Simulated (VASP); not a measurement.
Input of a VASP 6.6.1 run:

The input INCAR:

```
SYSTEM = ZrH6
ALGO     = Normal         ! electronic algorithm
EDIFF    = 1E-7           ! SCF threshold, eV
ENCUT    = 520            ! plane-wave cutoff, eV
GGA      = PE             ! functional
ISIF     = 2              ! what is computed and relaxed
ISMEAR   = 0              ! smearing method
ISPIN    = 2              ! spin polarisation
LASPH    = .True.         ! aspherical terms in the spheres
LCHARG   = .True.         ! write CHGCAR
LELF     = .True.         ! ELF
LMAXMIX  = 4              ! l up to which the mixer works
LORBIT   = 11             ! projections on sites
LREAL    = .False.        ! projectors in reciprocal space
LVHAR    = .True.       
LWAVE    = .False.        ! write WAVECAR
MAGMOM   = 1 0 0 0 0 0 0  ! initial moments
NBANDS   = 22             ! bands
NELM     = 150            ! most SCF steps
PREC     = Accurate       ! precision mode
SIGMA    = 0.1            ! smearing width, eV
```

The input KPOINTS:

```
k-points
0
Gamma
  6 6 2
  0 0 0
```

POSCAR

```
ZrH6
1.0
    1.9490248793     -2.5293327369      0.0000000000
    1.9490248793      2.5293327369      0.0000000000
    0.0000000000      0.0000000000      8.7767329920
Zr H
1 6
Direct
    0.5000000000      0.5000000000      0.0925093045
    0.6674484527      0.8421492083      0.2813532308
    0.3325515473      0.1578507917      0.2813532308
    0.8421492083      0.6674484527      0.2813532308
    0.1578507917      0.3325515473      0.2813532308
    0.0962847159      0.0962847159      0.6023885061
    0.9037152841      0.9037152841      0.6023885061
```

Potentials or basis: VASP PAW PBE potentials, release 64 (Zr_sv, H).

Command:

```sh
$ cat potpaw_PBE.64/Zr_sv/POTCAR potpaw_PBE.64/H/POTCAR > POTCAR
$ mpirun -np 1 vasp_std > vasp.out
```

Predict the largest force.

0.021 eV/Å.

Predict the net moment.

0.00 μB per cell.

Predict the band gap on the k mesh.

zero (filled and empty bands overlap).

Predict the pressure.

-0.1 GPa.

Forces on the atoms (eV/Å):
```
Zr   0.000  0.000 -0.006
H   -0.002  0.008  0.002
H    0.002 -0.008  0.002
H   -0.002 -0.008  0.002
H    0.002  0.008  0.002
H   -0.021  0.000 -0.001
H    0.021  0.000 -0.001
```
